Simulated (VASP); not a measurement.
# Ca (Fm-3m) in VASP: notebook, part 2 of 2

VASP 6.6.1.

**5. Single point, LDA**

INCAR

```
SYSTEM = Ca
ALGO     = Normal         ! electronic algorithm
EDIFF    = 1E-6           ! SCF threshold, eV
ENCUT    = 520            ! plane-wave cutoff, eV
ISIF     = 2              ! what is computed and relaxed
ISMEAR   = -1             ! smearing method
LASPH    = .True.         ! aspherical terms in the spheres
LCHARG   = .True.         ! write CHGCAR
LELF     = .True.         ! ELF
LREAL    = .False.        ! projectors in reciprocal space
LVHAR    = .True.       
LWAVE    = .False.        ! write WAVECAR
NBANDS   = 11             ! bands
NELM     = 60             ! most SCF steps
PREC     = Accurate       ! precision mode
SIGMA    = 0.2            ! smearing width, eV
```

KPOINTS

```
k-points
0
Gamma
  10 10 10
  0 0 0
```

POSCAR

```
Ca
1.0
    0.0000000000      2.6714532750      2.6714532750
    2.6714532750      0.0000000000      2.6714532750
    2.6714532750      2.6714532750      0.0000000000
Ca
1
Direct
    0.0000000000      0.0000000000      0.0000000000
```

Potentials or basis: VASP PAW LDA potentials, release 64 (Ca_sv).

Run with:

```console
> cat potpaw_LDA.64/Ca_sv/POTCAR > POTCAR
> mpirun -np 1 vasp_std > vasp.out
```

OUTCAR:

```text
SYSTEM = Ca
   EDIFF = 1E-6
   ENCUT = 520
   ISIF = 2
   ISMEAR = -1
   LASPH = .True.
   LREAL = .False.
   NELM = 60
   PREC = Accurate

 ion  position               nearest neighbor table
   1  0.000  0.000  0.000-

  LATTYP: Found a face centered cubic cell.
 ALAT       =     5.3429065500

  Lattice vectors:

 A1 = (   0.0000000000,   2.6714532750,   2.6714532750)
 A2 = (   2.6714532750,   0.0000000000,   2.6714532750)
 A3 = (   2.6714532750,   2.6714532750,   0.0000000000)

Analysis of symmetry for initial positions (statically):
[... 33 lines left out ...]
                                     Primitive cell

  volume of cell :      38.1305

  direct lattice vectors                    reciprocal lattice vectors
     0.000000000  2.671453275  2.671453275    -0.187164045  0.187164045  0.187164045
     2.671453275  0.000000000  2.671453275     0.187164045 -0.187164045  0.187164045
     2.671453275  2.671453275  0.000000000     0.187164045  0.187164045 -0.187164045

  length of vectors
     3.778005453  3.778005453  3.778005453     0.324177635  0.324177635  0.324177635

  position of ions in fractional coordinates (direct lattice)
     0.000000000  0.000000000  0.000000000

  ion indices of the primitive-cell ions
   primitive index   ion index
                 1           1

[... 120 lines left out ...]
 val. band max:        1.9902174998   @ k =  -0.4000   0.4000   0.0000
 cond. band min:       2.1781337164   @ k =  -0.4000   0.2000   0.1000
 fundamental gap:      0.1879162166
 Fermi energy:         2.1664621734

 k-point     1 :       0.0000    0.0000    0.0000
  band No.  band energies     occupation
      1     -39.0987      2.00000
      2     -20.2919      2.00000
      3     -20.2919      2.00000
      4     -20.2919      2.00000
      5      -1.9981      2.00000
      6       4.5620      0.00001
      7       4.5620      0.00001
      8       4.5620      0.00001
      9       5.7691      0.00000
     10       5.7691      0.00000
     11      11.8461      0.00000
[... 309 lines left out ...]
 k-point    24 :       0.4000    0.3000    0.0000
  band No.  band energies     occupation
      1     -39.0736      2.00000
      2     -20.4514      2.00000
      3     -20.3566      2.00000
      4     -20.3501      2.00000
      5       0.6801      1.99882
      6       2.9412      0.04073
      7       3.7237      0.00083
      8       5.6635      0.00000
      9       6.0186      0.00000
     10       6.4945      0.00000
     11       9.4657      0.00000

 [... further k-points ...]
[... 5 lines left out ...]
  --------------------------------------------------------------------------------------
  -------------------------------------------------------------------------------------
  Total        0.0170233      0.0170233      0.0170233      0.0000000      0.0000000      0.0000000
  in kB        0.7152902      0.7152902      0.7152902      0.0000000      0.0000000      0.0000000
  external PRESSURE =       0.7152902 kB  Pullay stress =       0.0000000 kB

 VOLUME and BASIS-vectors are now :
 -----------------------------------------------------------------------------
  energy-cutoff  :      520.00
  volume of cell :       38.13
      direct lattice vectors                 reciprocal lattice vectors
     0.000000000  2.671453275  2.671453275    -0.187164045  0.187164045  0.187164045
     2.671453275  0.000000000  2.671453275     0.187164045 -0.187164045  0.187164045
     2.671453275  2.671453275  0.000000000     0.187164045  0.187164045 -0.187164045

 POSITION                                       TOTAL-FORCE (eV/Angst)
 -----------------------------------------------------------------------------------
      0.00000      0.00000      0.00000         0.000000      0.000000     -0.000000
 -----------------------------------------------------------------------------------
    total drift:                               -0.000000     -0.000000     -0.000000

  FREE ENERGIE OF THE ION-ELECTRON SYSTEM (eV)
  ---------------------------------------------------
  free  energy   TOTEN  =        -2.2865281802 eV

  energy  without entropy=       -2.1262357729  energy(sigma->0) =       -2.20638198
```

OSZICAR:

```text
N       E                     dE             d eps       ncg     rms          rms(c)
DAV:   1     0.670698015753E+02    0.67070E+02   -0.51495E+03  1034   0.835E+02
DAV:   2    -0.854154993350E+00   -0.67924E+02   -0.67261E+02  1139   0.212E+02
DAV:   3    -0.225222106161E+01   -0.13981E+01   -0.13791E+01  1431   0.297E+01
DAV:   4    -0.230889007190E+01   -0.56669E-01   -0.56511E-01  1355   0.504E+00
DAV:   5    -0.231035126985E+01   -0.14612E-02   -0.14610E-02  1428   0.665E-01    0.225E+00
DAV:   6    -0.229244657279E+01    0.17905E-01   -0.17205E-02  1271   0.138E+00    0.137E+00
DAV:   7    -0.228708278551E+01    0.53638E-02   -0.20655E-02  1269   0.162E+00    0.109E-01
DAV:   8    -0.228652601934E+01    0.55677E-03   -0.24049E-03  1223   0.474E-01    0.196E-02
DAV:   9    -0.228652797138E+01   -0.19520E-05   -0.68236E-05  1309   0.756E-02    0.873E-03
DAV:  10    -0.228652818023E+01   -0.20885E-06   -0.63946E-06  1553   0.183E-02
   1 F= -.22865282E+01 E0= -.22063820E+01  d E =-.160292E+00
```

stdout:

```text
POSCAR found type information on POSCAR Ca
 POSCAR found :  1 types and       1 ions
 scaLAPACK will be used
 LDA part: xc-table for (Slater(with rela. corr.)+CA(PZ))
 , standard interpolation
 POSCAR, INCAR and KPOINTS ok, starting setup
 FFT: planning ... GRIDC
 FFT: planning ... GRID_SOFT
 FFT: planning ... GRID
 WAVECAR not read
 entering main loop
```

Wall time 7.5 s (1 thread of Intel Xeon 6975P-C (Granite Rapids), shared host); peak memory 0.14 GiB.

Results:

```yaml
Free_energy: -2.2865 eV
Pressure: 0.1 GPa
Band_gap_on_the_k_mesh: zero (band 5 reaches 2.27 eV, above the bottom of band 6 at 2.18 eV)
```

Levels at points of the mesh, in eV from the Fermi level:
| k point | band 2 | band 3 | band 4 | band 5 | band 6 | band 7 | band 8 | band 9 |
| --- | --- | --- | --- | --- | --- | --- | --- | --- |
| (0.00, 0.00, 0.00) | -22.46 | -22.46 | -22.46 | -4.16 | 2.40 | 2.40 | 2.40 | 3.60 |
| (0.50, 0.00, 0.00) | -22.67 | -22.49 | -22.49 | -1.04 | 0.02 | 2.27 | 2.27 | 4.38 |
| (0.50, 0.50, 0.00) | -22.66 | -22.53 | -22.53 | -0.56 | 0.47 | 1.24 | 4.38 | 4.59 |

**6. Single point, LDA**

INCAR

```
PREC     = Accurate       # precision mode
ENCUT    = 520            # plane-wave cutoff, eV
EDIFF    = 1E-6           # SCF threshold, eV
ISMEAR   = 1              # smearing method
SIGMA    = 0.1            # smearing width, eV
LREAL    = False          # projectors in reciprocal space
LASPH    = True           # aspherical terms in the spheres
NELM     = 80             # most SCF steps
ALGO     = Normal         # electronic algorithm
ISIF     = 2              # what is computed and relaxed
LWAVE    = False          # write WAVECAR
LCHARG   = False          # write CHGCAR
NBANDS   = 11             # bands
```

KPOINTS

```
Automatic mesh
0
Gamma
  10 10 10
```

POSCAR is that of step 5.

Potentials or basis: VASP PAW LDA potentials, release 64 (Ca_sv).

Run with:

```console
> cat potpaw_LDA.64/Ca_sv/POTCAR > POTCAR
> mpirun -np 1 vasp_std > vasp.out
```

Run time: 11 s. Hardware: 1 thread of Intel Xeon Platinum 8259CL at 2.50GHz (Skylake/Cascade Lake), shared host; peak memory 0.15 GiB.

Results (log left out):

```yaml
Free_energy: -2.2047 eV
Pressure: -0.1 GPa
Band_gap_on_the_k_mesh: zero (band 5 reaches 2.26 eV, above the bottom of band 6 at 2.17 eV)
```

Levels at points of the mesh, in eV from the Fermi level:
```tsv
k point	band 1	band 2	band 3	band 4	band 5	band 6	band 7	band 8	band 9	band 10
(0.00, 0.00, 0.00)	-41.38	-22.57	-22.57	-22.57	-4.23	2.30	2.30	2.30	3.50	3.50
(0.50, 0.00, 0.00)	-41.36	-22.78	-22.60	-22.60	-1.12	-0.04	2.18	2.18	4.28	4.28
(0.50, 0.50, 0.00)	-41.35	-22.77	-22.65	-22.65	-0.63	0.39	1.17	4.28	4.49	4.49
```

**7. The runs side by side**

```csv
smearing,gap on the mesh (eV),pressure (GPa)
fermi-dirac 0.01 eV,none,-0.1
fermi-dirac 0.03 eV,none,0.0
fermi-dirac 0.1 eV,none,0.0
fermi-dirac 0.2 eV,none,0.1
methfessel-paxton 0.1 eV,none,-0.1
```

Alike in all rows: task single point; level LDA; potentials or basis VASP PAW LDA potentials, release 64 (Ca_sv); no spin polarisation; cell as given; k mesh 10 × 10 × 10; cutoff (eV) 520.

Every run on the cell as given and a fine mesh finds a metal.

Absolute energies hang on the potentials; compare differences alone.
